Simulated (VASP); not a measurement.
Here is a VASP 6.6.1 calculation.

File INCAR:

```
PREC     = Accurate       # precision mode
ENCUT    = 520            # plane-wave cutoff, eV
EDIFF    = 1E-8           # SCF threshold, eV
ISMEAR   = -1             # smearing method
SIGMA    = 0.02           # smearing width, eV
LREAL    = F              # projectors in reciprocal space
LASPH    = T              # aspherical terms in the spheres
NELM     = 80             # most SCF steps
ALGO     = Normal         # electronic algorithm
ISIF     = 2              # what is computed and relaxed
LWAVE    = F              # write WAVECAR
LCHARG   = F              # write CHGCAR
GGA      = CA             # functional
LEFG     = T            
NBANDS   = 15             # bands
```

KPOINTS

```
regular mesh
0
Gamma
  8 8 8
```

POSCAR

```
SrO
1.0
    0.0000000000      2.5698000000      2.5698000000
    2.5698000000      0.0000000000      2.5698000000
    2.5698000000      2.5698000000      0.0000000000
Sr O
1 1
Direct
    0.0000000000      0.0000000000      0.0000000000
    0.5000000000      0.5000000000      0.5000000000
```

Potentials or basis: VASP PAW LDA potentials, release 64 (Sr_sv, O).

Launch:

```sh
$ cat potpaw_LDA.64/Sr_sv/POTCAR potpaw_LDA.64/O/POTCAR > POTCAR
$ mpirun -np 1 vasp_std > vasp.out
```

(1) Predict the band gap on the k mesh.

(2) What does it give for the pressure?

Results:

(1) 3.10 eV, indirect (least direct gap 3.18 eV).

(2) -3.5 GPa.

Caveat: without QUAD_EFG the Cq values of the log hold for a quadrupole moment of 1 mb, not for the nuclei.
